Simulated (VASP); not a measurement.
# Re (P6_3/mmc) in VASP: notebook

The runs below take Re through relaxation of shape and atoms at fixed volume, relaxation of cell and atoms, with PBE.

All numbers are computed with VASP 6.6.1; they aren't measurements. Logs are shortened: lines on timing, memory, paths and dates and some standing lists are left out, and cuts for length are marked.

## Step 1: The cell of the first run

It takes space group P6_3/mmc (No. 194, hexagonal). The conventional cell has a = 2.856 Å, b = 2.856 Å, c = 4.613 Å, α = 90.00°, β = 90.00°, γ = 120.00°. Within 3.7 Å of Re (site symmetry -6m2) lie 12 Re at 2.84 to 2.86 Å.

## Step 2: Relaxation of shape and atoms at fixed volume, PBE (16.30 Å³/atom)

File INCAR:

```
ALGO = Normal
EDIFF = 1E-6
EDIFFG = -0.01
ENCUT = 600
GGA = PE
IBRION = 2
ISIF = 4
ISMEAR = 0
LASPH = True
LCHARG = False
LREAL = False
LWAVE = False
NELM = 80
NSW = 50
PREC = Accurate
SIGMA = 0.1
```

File KPOINTS:

```
k-points
0
Gamma
  18 18 10
```

File POSCAR:

```
Re
1.0
    2.8562678475      0.0000000000      0.0000000000
   -1.4281339237      2.4736005159      0.0000000000
    0.0000000000      0.0000000000      4.6131466465
Re
2
Direct
    0.3333333333      0.6666666667      0.2500000000
    0.6666666667      0.3333333333      0.7500000000
```

Potentials or basis: VASP PAW PBE potentials, release 64 (Re).

Started as:

```
$ cat potpaw_PBE.64/Re/POTCAR > POTCAR
$ mpirun -np 1 vasp_std > vasp.out
```

OUTCAR:

```text
EDIFF = 1E-6
   EDIFFG = -0.01
   ENCUT = 600
   GGA = PE
   IBRION = 2
   ISIF = 4
   ISMEAR = 0
   LASPH = True
   LREAL = False
   NELM = 80
   NSW = 50
   PREC = Accurate

 ion  position               nearest neighbor table
   1  0.333  0.667  0.250-   2 2.84   2 2.84   2 2.84   2 2.84   2 2.84   2 2.84
   2  0.667  0.333  0.750-   1 2.84   1 2.84   1 2.84   1 2.84   1 2.84   1 2.84

  LATTYP: Found a hexagonal cell.
 ALAT       =     2.8562678475
 C/A-ratio  =     1.6150959549

  Lattice vectors:

 A1 = (   2.8562678475,   0.0000000000,   0.0000000000)
 A2 = (  -1.4281339237,   2.4736005159,   0.0000000000)
 A3 = (   0.0000000000,   0.0000000000,   4.6131466465)

Analysis of symmetry for initial positions (statically):
=====================================================================
 Subroutine PRICEL returns:
 Original cell was already a primitive cell.

 Routine SETGRP: Setting up the symmetry group for a
 hexagonal supercell.

 Subroutine GETGRP returns: Found 24 space group operations
 (whereof 12 operations were pure point group operations)
 out of a pool of 24 trial point group operations.

The static configuration has the point symmetry D_3d.
 The point group associated with its full space group is D_6h.

Analysis of symmetry for dynamics (positions and initial velocities):
=====================================================================
 Subroutine PRICEL returns:
 Original cell was already a primitive cell.

 Routine SETGRP: Setting up the symmetry group for a
 hexagonal supercell.

 Subroutine GETGRP returns: Found 24 space group operations
 (whereof 12 operations were pure point group operations)
 out of a pool of 24 trial point group operations.

The dynamic configuration has the point symmetry D_3d.
 The point group associated with its full space group is D_6h.

 Subroutine INISYM returns: Found 24 space group operations
 (whereof 12 operations are pure point group operations),
 and found     1 'primitive' translations

----------------------------------------------------------------------------------------

                                     Primitive cell

  volume of cell :      32.5931

  direct lattice vectors                    reciprocal lattice vectors
     2.856267847  0.000000000  0.000000000     0.350107222  0.202134499  0.000000000
    -1.428133924  2.473600516  0.000000000     0.000000000  0.404268997  0.000000000
     0.000000000  0.000000000  4.613146646     0.000000000  0.000000000  0.216771778

  length of vectors
     2.856267847  2.856267847  4.613146646     0.404268997  0.404268997  0.216771778

  position of ions in fractional coordinates (direct lattice)
     0.333333333  0.666666667  0.250000000
     0.666666667  0.333333333  0.750000000

  ion indices of the primitive-cell ions
   primitive index   ion index
                 1           1
                 2           2

----------------------------------------------------------------------------------------

 KPOINTS: k-points

Automatic generation of k-mesh.
 Grid dimensions read from file:
 generate k-points for:   18   18   10

 Generating k-lattice:

  Cartesian coordinates                     Fractional coordinates (reciprocal lattice)
     0.019450401  0.011229694  0.000000000     0.055555556  0.000000000  0.000000000
     0.000000000  0.022459389  0.000000000     0.000000000  0.055555556  0.000000000
     0.000000000  0.000000000  0.021677178     0.000000000  0.000000000  0.100000000

  Length of vectors
     0.022459389  0.022459389  0.021677178

  Shift w.r.t. Gamma in fractional coordinates (k-lattice)
     0.000000000  0.000000000  0.000000000

 Subroutine IBZKPT returns following result:
 ===========================================

 Found    222 irreducible k-points:

 Following reciprocal coordinates:
            Coordinates               Weight
  0.000000  0.000000  0.000000      1.000000
  0.055556  0.000000  0.000000      6.000000
  0.111111  0.000000  0.000000      6.000000
  0.166667  0.000000  0.000000      6.000000
  0.222222  0.000000  0.000000      6.000000
  0.277778  0.000000  0.000000      6.000000
[... 16 lines left out ...]
  0.333333  0.111111  0.000000     12.000000
  0.388889  0.111111  0.000000     12.000000
 [... further k-points ...]
   k-points           NKPTS =    222   k-points in BZ     NKDIM =    222   number of bands    NBANDS=     11
   number of dos      NEDOS =    301   number of ions     NIONS =      2
   total plane-waves  NPLWV =  23040
   dimension x,y,z NGX =    24 NGY =   24 NGZ =   40
   dimension x,y,z NGXF=    48 NGYF=   48 NGZF=   80
   ions per type =               2
   NGX,Y,Z   is equivalent  to a cutoff of  13.97, 13.97, 14.41 a.u.
   NGXF,Y,Z  is equivalent  to a cutoff of  27.94, 27.94, 28.83 a.u.
 SYSTEM =  unknown system
   PREC   = accura    normal or accurate (medium, high low for compatibility)
   ISTART =      0    job   : 0-new  1-cont  2-samecut
   ICHARG =      2    charge: 1-file 2-atom 10-const
   ISPIN  =      1    spin polarized calculation?
   LNONCOLLINEAR =      F non collinear calculations
   LSORBIT =      F    spin-orbit coupling
   LASPH  =      T    aspherical Exc in radial PAW
   ENCUT  =  600.0 eV  44.10 Ry    6.64 a.u.   5.70  5.70  9.21*2*pi/ulx,y,z
   NELM   =     80;   NELMIN=  2; NELMDL= -5     # of ELM steps
   EDIFF  = 0.1E-05   stopping-criterion for ELM
   LREAL  =      F    real-space projection
   EDIFFG = -.1E-01   stopping-criterion for IOM
   NSW    =     50    number of steps for IOM
   IBRION =      2    ionic relax: 0-MD 1-quasi-New 2-CG
   NFREE  =      1    steps in history (QN), initial steepest desc. (CG)
   ISIF   =      4    stress and relaxation
   ISYM   =      2    0-nonsym 1-usesym 2-fastsym
   POTIM  = 0.5000    time-step for ionic-motion
   TEBEG  =    0.0;   TEEND  =   0.0 temperature during run
   PSTRESS=    0.0 pullay stress
   NELECT =      14.0000    total number of electrons
   NUPDOWN=      -1.0000    fix difference up-down
   EMIN   =  10.00;   EMAX   =-10.00  energy-range for DOS
   EFERMI =   0.00;   METHOD = LEGACY
   ISMEAR =     0;   SIGMA  =   0.10  broadening in eV -4-tet -1-fermi 0-gaus
   EFERMI_NEDOS =   21; number of points for ismear=-14 and -15
   IALGO  =     38    algorithm
   IMIX   =      4    mixing-type and parameters
     AMIX     =   0.40;   BMIX     =  1.00
     AMIX_MAG =   1.60;   BMIX_MAG =  1.00
  volume/ion in A,a.u.               =      16.30       109.97
  Fermi-wavevector in a.u.,A,eV,Ry     =   1.235214  2.334216 20.759143  1.525754
  Thomas-Fermi vector in A             =   2.369873
   LORBIT       =      0    0 simple, 1 ext, 2 COOP (PROOUT), +10 PAW based schemes
   GGA     = PE    functional components
   LHFCALC =     F    Hartree Fock is set to
   AEXX    =    0.0000 exact exchange contribution
   IVDW    =     0    specifies the selected vdW correction
   LEPSILON=     F    determine dielectric tensor
   LRPA    =     F    only Hartree local field effects (RPA)
 conjugate gradient relaxation of ions
 non-spin polarized calculation
 Gauss-broadening in eV      SIGMA  =   0.10
  energy-cutoff  :      600.00
  volume of cell :       32.59
 maximum number of plane-waves:      1104
 NGX is ok and might be reduce to    24
   NGX = 11   NGY = 11   NGZ = 19

--------------------------------------- Ionic step        1  -------------------------------------------

 number of electron      14.0000000 magnetization

 Free energy of the ion-electron system (eV)
  ---------------------------------------------------
  ext. energy  EPLUGINS =         0.00000000
  ---------------------------------------------------
  free energy    TOTEN  =       -24.61131002 eV

  energy without entropy =      -24.60200900  energy(sigma->0) =      -24.60665951

------------------------ aborting loop because EDIFF is reached ----------------------------------------

  FORCE on cell =-STRESS in cart. coord.  units (eV):
  Direction    XX          YY          ZZ          XY          YZ          ZX
  --------------------------------------------------------------------------------------
  -------------------------------------------------------------------------------------
  Total       -5.3950756     -5.3950756     -5.4581293     -0.0000000      0.0000000     -0.0000000
  in kB     -265.2054013   -265.2054013   -268.3049270     -0.0000000      0.0000000     -0.0000000
  external PRESSURE =    -266.2385766 kB  Pullay stress =       0.0000000 kB
[... 57 lines left out ...]
  energy  without entropy=      -24.6019527405  energy(sigma->0) =      -24.60663619

--------------------------------------- Ionic step        3  -------------------------------------------

 number of electron      14.0000000 magnetization

 Free energy of the ion-electron system (eV)
  ---------------------------------------------------
  ext. energy  EPLUGINS =         0.00000000
  ---------------------------------------------------
  free energy    TOTEN  =       -24.61132730 eV

  energy without entropy =      -24.60198740  energy(sigma->0) =      -24.60665735

 E-fermi :   6.6611     XC(G=0): -13.1723

 val. band max:        6.6591204127   @ k =   0.3333   0.1111   0.4000
 cond. band min:       6.6746611262   @ k =   0.5000   0.0000   0.4000
 fundamental gap:      0.0155407135
 Fermi energy:         6.6610570407

 k-point     1 :       0.0000    0.0000    0.0000
  band No.  band energies     occupation
      1      -2.4886      2.00000
      2       0.7698      2.00000
      3       5.3377      2.00000
      4       5.3390      2.00000
      5       5.3390      2.00000
      6       6.0479      2.00000
      7       6.0479      2.00000
      8       6.8414      0.01074
      9       6.8414      0.01074
     10       7.1422      0.00000
     11       9.5834      0.00000
[... 309 lines left out ...]
 k-point    24 :       0.3889    0.1111    0.0000
  band No.  band energies     occupation
      1       1.6382      2.00000
      2       1.9128      2.00000
      3       2.2415      2.00000
      4       4.5366      2.00000
      5       4.8908      2.00000
      6       5.4590      2.00000
      7       6.1172      2.00000
      8       9.4295      0.00000
      9       9.9308      0.00000
     10      10.1691      0.00000
     11      11.4949      0.00000

 [... further k-points ...]

------------------------ aborting loop because EDIFF is reached ----------------------------------------

  FORCE on cell =-STRESS in cart. coord.  units (eV):
  Direction    XX          YY          ZZ          XY          YZ          ZX
  --------------------------------------------------------------------------------------
  -------------------------------------------------------------------------------------
  Total       -5.4231815     -5.4231815     -5.4068352     -0.0000000      0.0000000      0.0000000
  in kB     -266.5869993   -266.5869993   -265.7834678     -0.0000000      0.0000000      0.0000000
  external PRESSURE =    -266.3191555 kB  Pullay stress =       0.0000000 kB
[... 17 lines left out ...]
  FREE ENERGIE OF THE ION-ELECTRON SYSTEM (eV)
  ---------------------------------------------------
  free  energy   TOTEN  =       -24.6113272969 eV

  energy  without entropy=      -24.6019873982  energy(sigma->0) =      -24.60665735

 reached required accuracy - stopping structural energy minimisation
```

It took 2 min on 1 thread of Intel Xeon Platinum 8259CL at 2.50GHz (Skylake/Cascade Lake), shared host; peak memory 0.23 GiB.

What came out:

| Item | Value |
| --- | --- |
| Free energy | -24.6113 eV |
| Energy gained by relaxing | 0.0 meV/atom |
| Ionic steps | 3 |
| Pressure after relaxing | -26.6 GPa |
| Band gap on the k mesh | zero (bands 7 and 8 overlap by 2.67 eV) |

Final structure:
```yaml
crystal:
  lattice:
    - [2.85716, 0.00000, 0.00000]
    - [-1.42858, 2.47437, 0.00000]
    - [0.00000, 0.00000, 4.61028]
  atoms:
    - { symbol: Re, position: [0.33333, 0.66667, 0.25000] }
    - { symbol: Re, position: [0.66667, 0.33333, 0.75000] }
```

Levels at points of the mesh, in eV from the Fermi level:
```csv
k point,band 5,band 6,band 7,band 8,band 9,band 10
"(0.00, 0.00, 0.00)",-1.32,-0.61,-0.61,0.18,0.18,0.48
"(0.50, 0.00, 0.00)",-1.64,-1.20,-0.53,3.39,3.73,3.84
"(0.00, 0.00, 0.50)",-1.44,-1.44,-1.44,-1.44,2.19,2.19
"(0.50, 0.00, 0.50)",0.37,0.37,0.77,0.77,3.65,3.70
```

Caveat: spin-orbit coupling is left out, which moves the levels of the heavy elements.

## Step 3: Relaxation of shape and atoms at fixed volume, PBE (14.50 Å³/atom)

This run uses another cell than the first one, of 14.50 Å³/atom.

File INCAR:

```
PREC = Accurate ; ENCUT = 600
EDIFF = 1E-6 ; ISMEAR = 0
SIGMA = 0.1 ; LREAL = F
LASPH = T ; NELM = 100
ALGO = Normal ; ISIF = 4
LWAVE = F ; LCHARG = F
GGA = PE ; IBRION = 2
NSW = 50 ; EDIFFG = -0.01
```

File KPOINTS:

```
regular mesh
0
Gamma
  18 18 10
```

File POSCAR:

```
Re
1.0
    2.7468559934      0.0000000000      0.0000000000
   -1.3734279967      2.3788470708      0.0000000000
    0.0000000000      0.0000000000      4.4388306453
Re
2
Direct
    0.3333333333      0.6666666667      0.2500000000
    0.6666666667      0.3333333333      0.7500000000
```

Potentials or basis: VASP PAW PBE potentials, release 64 (Re).

Started as:

```
$ cat potpaw_PBE.64/Re/POTCAR > POTCAR
$ mpirun -np 1 vasp_std > vasp.out
```

It took 71 s on 1 thread of Intel Xeon 8259CL, shared host; peak memory 0.22 GiB.

It converged, with:

| Property | Result |
| --- | --- |
| Free energy | -24.8260 eV |
| Pressure after relaxing | 11.7 GPa |
| Band gap on the k mesh | zero (bands 7 and 8 overlap by 3.25 eV) |

Stress tensor (GPa, compression positive):
```
11.70  0.00  0.00
 0.00 11.70  0.00
 0.00  0.00 11.62
```

Final structure:
```
Re
1.0
     2.74686    0.00000    0.00000
    -1.37343    2.37885    0.00000
     0.00000    0.00000    4.43883
Re
2
Direct
  0.33333 0.66667 0.25000
  0.66667 0.33333 0.75000
```

Levels at points of the mesh, in eV from the Fermi level:
```csv
k point,band 5,band 6,band 7,band 8,band 9,band 10
"(0.00, 0.00, 0.00)",-1.60,-0.75,-0.75,0.21,0.21,0.65
"(0.50, 0.00, 0.00)",-1.72,-1.39,-0.60,4.07,4.48,4.62
"(0.00, 0.00, 0.50)",-1.73,-1.73,-1.73,-1.73,2.62,2.62
"(0.50, 0.00, 0.50)",0.41,0.41,0.97,0.97,4.39,4.41
```

Caveat: the relaxation stopped at its first step, so nothing moved; spin-orbit coupling is left out, which moves the levels of the heavy elements.

(Continued in part 2 of 2.)
